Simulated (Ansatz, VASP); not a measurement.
**Two plane-wave programs on SnBiO2**

```xyz
4
Lattice="4.0241 0.0000 0.0000 -2.0120 3.4850 0.0000 0.0000 0.0000 6.1770" Properties=species:S:1:pos:R:3 pbc="T T T"
Sn    0.0000    0.0000    3.0885
Bi    0.0000    0.0000    0.0000
O     0.0000    2.3233    0.0000
O     2.0120    1.1617    0.0000
```

Alike in both runs: task relaxation of cell and atoms; functional PBE; k mesh 12 × 12 × 8; occupations gaussian, width 0.1 eV; no spin polarisation.

```csv
,VASP,Ansatz
version,VASP 6.6.1,Ansatz 0.2.0
potentials or method,"VASP PAW PBE potentials, release 64 (Sn_d, Bi_d, O), cutoff 600 eV","scalar-relativistic, plane waves, PAW"
valence electrons in the cell,41,41
```

Ansatz gave:

- gap on the k mesh at the Fermi level, each at its own relaxed structure (eV): none
- relaxed volume (Å³/atom): 21.82
- relaxed cell length with the largest relative difference (Å): 6.195

Task: Which values does VASP return?

Result: gap on the k mesh at the Fermi level, each at its own relaxed structure (eV): none; relaxed volume (Å³/atom): 21.80; relaxed cell length with the largest relative difference (Å): 6.185.

A gap of «none» marks a metal or a gap that the smearing closes.

Spin-orbit coupling is off throughout.
